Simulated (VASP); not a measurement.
# Al2Ru (I4/mmm) in VASP: a series of runs

Al2Ru is run at these levels: PBEsol; tasks: single point.

Program: VASP 6.6.1. These are calculated values, not measurements. Logs are shortened: lines on timing, memory, paths and dates and some standing lists are left out, and cuts for length are marked.

**1. The cell of the first run**

Symmetry: I4/mmm, No. 139, tetragonal system. Conventional cell: a = 3.121 Å, b = 3.121 Å, c = 8.444 Å, α = 90.00°, β = 90.00°, γ = 90.00°. Al (site symmetry 4mm) has 5 Ru at 2.58 to 2.88 Å and 9 Al at 2.69 to 3.12 Å within 3.4 Å. Ru (site symmetry 4/mmm) has 10 Al at 2.58 to 2.88 Å and 4 Ru at 3.12 Å within 3.4 Å.

**2. Single point, PBEsol**

File INCAR:

```
  ALGO = Fast
  EDIFF = 1E-6
  ENCUT = 520
  GGA = PS
  ISIF = 2
  ISMEAR = 0
  LASPH = True
  LCHARG = False
  LREAL = False
  LWAVE = False
  NBANDS = 17
  NELM = 80
  PREC = Accurate
  SIGMA = 0.1
```

File KPOINTS:

```
k-points
0
Gamma
  14 14 14
```

File POSCAR:

```
Al2Ru
1.0
   -1.5604216200      1.5604216200      4.2218055900
    1.5604216200     -1.5604216200      4.2218055900
    1.5604216200      1.5604216200     -4.2218055900
Al Ru
2 1
Direct
    0.6592021900      0.6592021900      0.0000000000
    0.3407978100      0.3407978100      0.0000000000
    0.0000000000      0.0000000000      0.0000000000
```

Potentials or basis: VASP PAW PBE potentials, release 64 (Al, Ru_pv).

Launch:

```console
cat potpaw_PBE.64/Al/POTCAR potpaw_PBE.64/Ru_pv/POTCAR > POTCAR
mpirun -np 1 vasp_std > vasp.out
```

OUTCAR:

```text
EDIFF = 1E-6
   ENCUT = 520
   GGA = PS
   ISIF = 2
   ISMEAR = 0
   LASPH = True
   LREAL = False
   NELM = 80
   PREC = Accurate

 ion  position               nearest neighbor table
   1  0.659  0.659  0.000-   3 2.58   3 2.58   3 2.58   3 2.58   2 2.69   2 2.69   2 2.69   2 2.69
                             2 2.69   3 2.88
   2  0.341  0.341  0.000-   3 2.58   3 2.58   3 2.58   3 2.58   1 2.69   1 2.69   1 2.69   1 2.69
                             1 2.69   3 2.88
   3  0.000  0.000  0.000-   1 2.58   1 2.58   1 2.58   2 2.58   1 2.58   2 2.58   2 2.58   2 2.58
                             1 2.88   2 2.88

  LATTYP: Found a body centered tetragonal cell.
 ALAT       =     3.1208432400
 C/A-ratio  =     2.7055544065

  Lattice vectors:

 A1 = (  -1.5604216200,   1.5604216200,   4.2218055900)
 A2 = (   1.5604216200,  -1.5604216200,   4.2218055900)
 A3 = (   1.5604216200,   1.5604216200,  -4.2218055900)

Analysis of symmetry for initial positions (statically):
=====================================================================
 Subroutine PRICEL returns:
 Original cell was already a primitive cell.

 Routine SETGRP: Setting up the symmetry group for a
 body centered tetragonal supercell.

 Subroutine GETGRP returns: Found 16 space group operations
 (whereof 16 operations were pure point group operations)
 out of a pool of 16 trial point group operations.

The static configuration has the point symmetry D_4h.

Analysis of symmetry for dynamics (positions and initial velocities):
=====================================================================
 Subroutine PRICEL returns:
 Original cell was already a primitive cell.

 Routine SETGRP: Setting up the symmetry group for a
 body centered tetragonal supercell.

 Subroutine GETGRP returns: Found 16 space group operations
 (whereof 16 operations were pure point group operations)
 out of a pool of 16 trial point group operations.

The dynamic configuration has the point symmetry D_4h.

 Subroutine INISYM returns: Found 16 space group operations
 (whereof 16 operations are pure point group operations),
 and found     1 'primitive' translations

----------------------------------------------------------------------------------------

                                     Primitive cell

  volume of cell :      41.1190

  direct lattice vectors                    reciprocal lattice vectors
    -1.560421620  1.560421620  4.221805590     0.000000000  0.320426219  0.118432739
     1.560421620 -1.560421620  4.221805590     0.320426219  0.000000000  0.118432739
     1.560421620  1.560421620 -4.221805590     0.320426219  0.320426219  0.000000000

  length of vectors
     4.763766756  4.763766756  4.763766756     0.341612757  0.341612757  0.453151105

  position of ions in fractional coordinates (direct lattice)
     0.659202190  0.659202190  0.000000000
     0.340797810  0.340797810  0.000000000
     0.000000000  0.000000000  0.000000000

  ion indices of the primitive-cell ions
   primitive index   ion index
                 1           1
                 2           2
                 3           3

----------------------------------------------------------------------------------------

 KPOINTS: k-points

Automatic generation of k-mesh.
 Grid dimensions read from file:
 generate k-points for:   14   14   14

 Generating k-lattice:

  Cartesian coordinates                     Fractional coordinates (reciprocal lattice)
     0.000000000  0.022887587  0.008459481     0.071428571  0.000000000  0.000000000
     0.022887587  0.000000000  0.008459481     0.000000000  0.071428571  0.000000000
     0.022887587  0.022887587  0.000000000     0.000000000  0.000000000  0.071428571

  Length of vectors
     0.024400911  0.024400911  0.032367936

  Shift w.r.t. Gamma in fractional coordinates (k-lattice)
     0.000000000  0.000000000  0.000000000

 Subroutine IBZKPT returns following result:
 ===========================================

 Found    244 irreducible k-points:

 Following reciprocal coordinates:
            Coordinates               Weight
  0.000000  0.000000  0.000000      1.000000
  0.071429  0.000000 -0.000000      8.000000
  0.142857  0.000000 -0.000000      8.000000
  0.214286  0.000000 -0.000000      8.000000
  0.285714  0.000000 -0.000000      8.000000
  0.357143  0.000000 -0.000000      8.000000
[... 16 lines left out ...]
  0.214286  0.142857 -0.000000     16.000000
  0.285714  0.142857 -0.000000     16.000000
 [... further k-points ...]
   k-points           NKPTS =    244   k-points in BZ     NKDIM =    244   number of bands    NBANDS=     17
   number of dos      NEDOS =    301   number of ions     NIONS =      3
   total plane-waves  NPLWV =  46656
   dimension x,y,z NGX =    36 NGY =   36 NGZ =   36
   dimension x,y,z NGXF=    72 NGYF=   72 NGZF=   72
   ions per type =               2   1
   NGX,Y,Z   is equivalent  to a cutoff of  12.56, 12.56, 12.56 a.u.
   NGXF,Y,Z  is equivalent  to a cutoff of  25.13, 25.13, 25.13 a.u.
 SYSTEM =  unknown system
   PREC   = accura    normal or accurate (medium, high low for compatibility)
   ISTART =      0    job   : 0-new  1-cont  2-samecut
   ICHARG =      2    charge: 1-file 2-atom 10-const
   ISPIN  =      1    spin polarized calculation?
   LNONCOLLINEAR =      F non collinear calculations
   LSORBIT =      F    spin-orbit coupling
   LASPH  =      T    aspherical Exc in radial PAW
   ENCUT  =  520.0 eV  38.22 Ry    6.18 a.u.   8.86  8.86  8.86*2*pi/ulx,y,z
   NELM   =     80;   NELMIN=  2; NELMDL= -5     # of ELM steps
   EDIFF  = 0.1E-05   stopping-criterion for ELM
   LREAL  =      F    real-space projection
   EDIFFG = 0.1E-04   stopping-criterion for IOM
   NSW    =      0    number of steps for IOM
   IBRION =     -1    ionic relax: 0-MD 1-quasi-New 2-CG
   NFREE  =      0    steps in history (QN), initial steepest desc. (CG)
   ISIF   =      2    stress and relaxation
   ISYM   =      2    0-nonsym 1-usesym 2-fastsym
   POTIM  = 0.5000    time-step for ionic-motion
   TEBEG  =    0.0;   TEEND  =   0.0 temperature during run
   PSTRESS=    0.0 pullay stress
   NELECT =      20.0000    total number of electrons
   NUPDOWN=      -1.0000    fix difference up-down
   EMIN   =  10.00;   EMAX   =-10.00  energy-range for DOS
   EFERMI =   0.00;   METHOD = LEGACY
   ISMEAR =     0;   SIGMA  =   0.10  broadening in eV -4-tet -1-fermi 0-gaus
   EFERMI_NEDOS =   21; number of points for ismear=-14 and -15
   IALGO  =     68    algorithm
   IMIX   =      4    mixing-type and parameters
     AMIX     =   0.40;   BMIX     =  1.00
     AMIX_MAG =   1.60;   BMIX_MAG =  1.00
  volume/ion in A,a.u.               =      13.71        92.49
  Fermi-wavevector in a.u.,A,eV,Ry     =   1.287471  2.432967 22.552766  1.657582
  Thomas-Fermi vector in A             =   2.419483
   LORBIT       =      0    0 simple, 1 ext, 2 COOP (PROOUT), +10 PAW based schemes
   GGA     = PS    functional components
   LHFCALC =     F    Hartree Fock is set to
   AEXX    =    0.0000 exact exchange contribution
   IVDW    =     0    specifies the selected vdW correction
   LEPSILON=     F    determine dielectric tensor
   LRPA    =     F    only Hartree local field effects (RPA)
 non-spin polarized calculation
 RMM-DIIS sequential band-by-band and
 Gauss-broadening in eV      SIGMA  =   0.10
  energy-cutoff  :      520.00
  volume of cell :       41.12
 maximum number of plane-waves:      1126
   NGX = 17   NGY = 17   NGZ = 17

 number of electron      19.9999999 magnetization

 Free energy of the ion-electron system (eV)
  ---------------------------------------------------
  ext. energy  EPLUGINS =         0.00000000
  ---------------------------------------------------
  free energy    TOTEN  =       -20.32914864 eV

  energy without entropy =      -20.32814008  energy(sigma->0) =      -20.32864436

 E-fermi :  10.5202     XC(G=0): -12.0216

 val. band max:       10.5003543548   @ k =  -0.2857   0.2857   0.0000
 cond. band min:      10.5221571574   @ k =   0.5000   0.5000   0.1429
 fundamental gap:      0.0218028026
 Fermi energy:        10.5201662097

 k-point     1 :       0.0000    0.0000    0.0000
  band No.  band energies     occupation
      1     -32.0547      2.00000
      2     -32.0547      2.00000
      3     -31.9727      2.00000
      4      -0.3995      2.00000
      5       5.0896      2.00000
      6       6.6907      2.00000
[... 9 lines left out ...]
     16      16.7590      0.00000
     17      18.2589      0.00000

 k-point     2 :       0.0714    0.0000   -0.0000
  band No.  band energies     occupation
      1     -32.0614      2.00000
      2     -32.0541      2.00000
      3     -31.9721      2.00000
      4      -0.3037      2.00000
      5       5.1333      2.00000
      6       6.7243      2.00000
[... 9 lines left out ...]
     16      17.1722      0.00000
     17      19.0707      0.00000

 k-point     3 :       0.1429    0.0000   -0.0000
  band No.  band energies     occupation
      1     -32.0800      2.00000
      2     -32.0525      2.00000
      3     -31.9703      2.00000
      4      -0.0191      2.00000
      5       5.2503      2.00000
      6       6.8043      2.00000
[... 9 lines left out ...]
     16      17.9175      0.00000
     17      20.5829      0.00000

 k-point     4 :       0.2143    0.0000   -0.0000
  band No.  band energies     occupation
      1     -32.1069      2.00000
      2     -32.0502      2.00000
      3     -31.9678      2.00000
      4       0.4449      2.00000
      5       5.3899      2.00000
      6       6.7617      2.00000
[... 9 lines left out ...]
     16      18.9025      0.00000
     17      21.3387      0.00000

 k-point     5 :       0.2857    0.0000   -0.0000
  band No.  band energies     occupation
      1     -32.1366      2.00000
      2     -32.0476      2.00000
      3     -31.9649      2.00000
      4       1.0727      2.00000
      5       5.4282      2.00000
      6       6.4620      2.00000
[... 9 lines left out ...]
     16      20.0335      0.00000
     17      20.8307      0.00000

 k-point     6 :       0.3571    0.0000   -0.0000
  band No.  band energies     occupation
      1     -32.1633      2.00000
      2     -32.0452      2.00000
      3     -31.9623      2.00000
      4       1.8396      2.00000
      5       5.1753      2.00000
      6       6.2114      2.00000
[... 9 lines left out ...]
     16      20.4631      0.00000
     17      20.6474      0.00000

 k-point     7 :       0.4286    0.0000   -0.0000
  band No.  band energies     occupation
      1     -32.1817      2.00000
      2     -32.0436      2.00000
      3     -31.9605      2.00000
      4       2.7024      2.00000
      5       4.5710      2.00000
      6       5.9942      2.00000
[... 9 lines left out ...]
     16      19.6206      0.00000
     17      20.6095      0.00000

 k-point     8 :       0.5000    0.0000   -0.0000
  band No.  band energies     occupation
      1     -32.1882      2.00000
      2     -32.0430      2.00000
      3     -31.9599      2.00000
      4       3.4059      2.00000
      5       3.9309      2.00000
      6       5.9082      2.00000
[... 9 lines left out ...]
     16      19.2502      0.00000
     17      20.1494      0.00000
[... 203 lines left out ...]
      1     -32.1063      2.00000
      2     -32.0567      2.00000
      3     -31.9670      2.00000
      4       0.4705      2.00000
      5       5.6114      2.00000
      6       6.8034      2.00000
[... 9 lines left out ...]
     16      18.8942      0.00000
     17      21.5210      0.00000

 k-point    20 :      -0.1429    0.0714    0.0000
  band No.  band energies     occupation
      1     -32.0794      2.00000
      2     -32.0591      2.00000
      3     -31.9696      2.00000
      4       0.0295      2.00000
      5       5.4122      2.00000
      6       6.8622      2.00000
[... 9 lines left out ...]
     16      18.4052      0.00000
     17      20.7530      0.00000

 k-point    21 :      -0.0714    0.0714    0.0000
  band No.  band energies     occupation
      1     -32.0610      2.00000
      2     -32.0605      2.00000
      3     -31.9714      2.00000
      4      -0.2313      2.00000
      5       5.2357      2.00000
      6       6.7650      2.00000
[... 9 lines left out ...]
     16      17.7787      0.00000
     17      19.4783      0.00000

 k-point    22 :       0.1429    0.1429   -0.0000
  band No.  band energies     occupation
      1     -32.0784      2.00000
      2     -32.0769      2.00000
      3     -31.9681      2.00000
      4       0.4394      2.00000
      5       5.1518      2.00000
      6       6.9130      2.00000
[... 9 lines left out ...]
     16      19.9279      0.00000
     17      20.8846      0.00000

 k-point    23 :       0.2143    0.1429   -0.0000
  band No.  band energies     occupation
      1     -32.1045      2.00000
      2     -32.0752      2.00000
      3     -31.9656      2.00000
      4       0.9291      2.00000
      5       5.1751      2.00000
      6       6.9125      2.00000
[... 9 lines left out ...]
     16      20.1017      0.00000
     17      20.9650      0.00000

 k-point    24 :       0.2857    0.1429   -0.0000
  band No.  band energies     occupation
      1     -32.1340      2.00000
      2     -32.0724      2.00000
      3     -31.9627      2.00000
      4       1.5681      2.00000
      5       5.1888      2.00000
      6       6.6437      2.00000
[... 9 lines left out ...]
     16      19.1112      0.00000
     17      21.1470      0.00000

 [... further k-points ...]
[... 5 lines left out ...]
  --------------------------------------------------------------------------------------
  -------------------------------------------------------------------------------------
  Total       -0.0376991     -0.0376991     -0.2006738      0.0000000      0.0000000      0.0000000
  in kB       -1.4689230     -1.4689230     -7.8191419      0.0000000      0.0000000      0.0000000
  external PRESSURE =      -3.5856626 kB  Pullay stress =       0.0000000 kB

 VOLUME and BASIS-vectors are now :
 -----------------------------------------------------------------------------
  energy-cutoff  :      520.00
  volume of cell :       41.12
      direct lattice vectors                 reciprocal lattice vectors
    -1.560421620  1.560421620  4.221805590     0.000000000  0.320426219  0.118432739
     1.560421620 -1.560421620  4.221805590     0.320426219  0.000000000  0.118432739
     1.560421620  1.560421620 -4.221805590     0.320426219  0.320426219  0.000000000

 POSITION                                       TOTAL-FORCE (eV/Angst)
 -----------------------------------------------------------------------------------
      0.00000      0.00000      5.56605        -0.000000     -0.000000     -0.045691
      0.00000      0.00000      2.87756        -0.000000     -0.000000      0.045691
      0.00000      0.00000      0.00000         0.000000      0.000000     -0.000000
 -----------------------------------------------------------------------------------
    total drift:                                0.000000     -0.000000      0.000000

  FREE ENERGIE OF THE ION-ELECTRON SYSTEM (eV)
  ---------------------------------------------------
  free  energy   TOTEN  =       -20.3291486366 eV

  energy  without entropy=      -20.3281400760  energy(sigma->0) =      -20.32864436
```

Run time: 4.3 min. Hardware: 1 thread of Intel Xeon Platinum 8259CL at 2.50GHz (Skylake/Cascade Lake), shared host; peak memory 0.33 GiB.

What came out:

```
Free energy            : -20.3291 eV
Pressure               : -0.4 GPa
Largest force          : 0.046 eV/Å
Band gap on the k mesh : zero (band 10 reaches 10.68 eV, above the bottom of band 11 at 10.52 eV)
```

Forces on the atoms (eV/Å):
```
Al   0.000  0.000 -0.046
Al   0.000  0.000  0.046
Ru   0.000  0.000  0.000
```

Stress tensor (GPa, compression positive):
```
-0.15  0.00  0.00
 0.00 -0.15  0.00
 0.00  0.00 -0.78
```

Levels at points of the mesh, in eV from the Fermi level:
```csv
k point,band 8,band 9,band 10,band 11,band 12,band 13
"(0.00, 0.00, 0.00)",-1.98,-1.98,-0.95,2.40,4.66,6.12
"(0.50, 0.00, 0.00)",-2.74,-2.55,-1.42,0.58,3.05,5.11
"(0.50, 0.50, 0.00)",-3.09,-1.27,-0.34,0.28,1.84,2.01
"(0.50, 0.50, 0.50)",-1.55,-1.55,-0.93,3.16,3.16,6.29
```

Caveat: the PAW data sets were made with another functional, which shifts forces and pressure a little.

**3. Single point, PBEsol**

File INCAR:

```
SYSTEM = Al2Ru
PREC = Accurate
ENCUT = 520
EDIFF = 1E-6
ISMEAR = 0
SIGMA = 0.1
LREAL = .False.
LASPH = .True.
NELM = 60
ALGO = Normal
ISIF = 2
LWAVE = .False.
LCHARG = .True.
GGA = PS
LELF = .True.
LVHAR = .True.
NBANDS = 17
```

File KPOINTS:

```
Automatic mesh
0
Gamma
  12 12 12
  0 0 0
```

POSCAR is that of step 2.

Potentials or basis: VASP PAW PBE potentials, release 64 (Al, Ru_pv).

Launch:

```console
cat potpaw_PBE.64/Al/POTCAR potpaw_PBE.64/Ru_pv/POTCAR > POTCAR
mpirun -np 1 vasp_std > vasp.out
```

Wall time 2 min (1 thread of Intel Xeon Platinum 8259CL at 2.50GHz (Skylake/Cascade Lake), shared host); peak memory 0.28 GiB.

The run converged. Its results:

```
Free energy            : -20.3292 eV
Pressure               : -0.4 GPa
Largest force          : 0.044 eV/Å
Band gap on the k mesh : zero (band 10 reaches 10.67 eV, above the bottom of band 11 at 10.52 eV)
```

Forces in eV/Å, atoms in the order of the input:
```
Al   0.000  0.000 -0.044
Al   0.000  0.000  0.044
Ru   0.000  0.000  0.000
```

Stress tensor (GPa, compression positive):
```
-0.15  0.00  0.00
 0.00 -0.15  0.00
 0.00  0.00 -0.77
```

Levels at points of the mesh, in eV from the Fermi level:
```tsv
k point	band 6	band 7	band 8	band 9	band 10	band 11	band 12	band 13	band 14	band 15
(0.00, 0.00, 0.00)	-3.83	-1.99	-1.99	-1.98	-0.96	2.39	4.66	6.12	6.12	6.24
(0.50, 0.00, 0.00)	-4.62	-2.93	-2.74	-2.55	-1.42	0.58	3.05	5.10	7.00	8.48
(0.50, 0.50, 0.00)	-3.48	-3.42	-3.09	-1.27	-0.34	0.28	1.83	2.01	4.78	5.38
(0.50, 0.50, 0.50)	-3.99	-2.63	-1.55	-1.55	-0.93	3.15	3.15	6.29	6.46	8.51
```

Caveat: the PAW data sets were made with another functional, which shifts forces and pressure a little.

(Continued in part 2 of 2.)
